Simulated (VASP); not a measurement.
Runs of VASP 6.6.1 on Si2N. The structure is that of space group Fm-3m (No. 225), or close to it. The cells are those of the table. 

```csv
task,cell,k mesh,cutoff (eV),gap on the mesh (eV),pressure (GPa),relaxed volume (Å³/atom)
single point,"a = 3.833 Å, angles 60.0°, 3 atoms",14 × 14 × 14,520,none,0.0,-
relaxation of cell and atoms,"relaxed from a = 3.806 Å, angles 60.0°, 3 atoms",14 × 14 × 14,600,none,0.0,13.26
single point,"a = 3.708 Å, angles 60.0°, 3 atoms",6 × 6 × 6,520,none,7.5,-
relaxation of cell and atoms,"relaxed from a = 3.708 Å, angles 60.0°, 3 atoms",6 × 6 × 6,600,none,0.1,(a)
single point,"a = 3.806 Å, angles 60.0°, 3 atoms",6 × 6 × 6,520,none,0.2,-
```

Alike in all rows: level PBE; potentials or basis VASP PAW PBE potentials, release 64 (Si, N); no spin polarisation; smearing gaussian 0.1 eV.

Question: Fill in the values left out.

Answer: (a) 13.01.

A gap of «none» marks levels without a gap at the run's occupations.
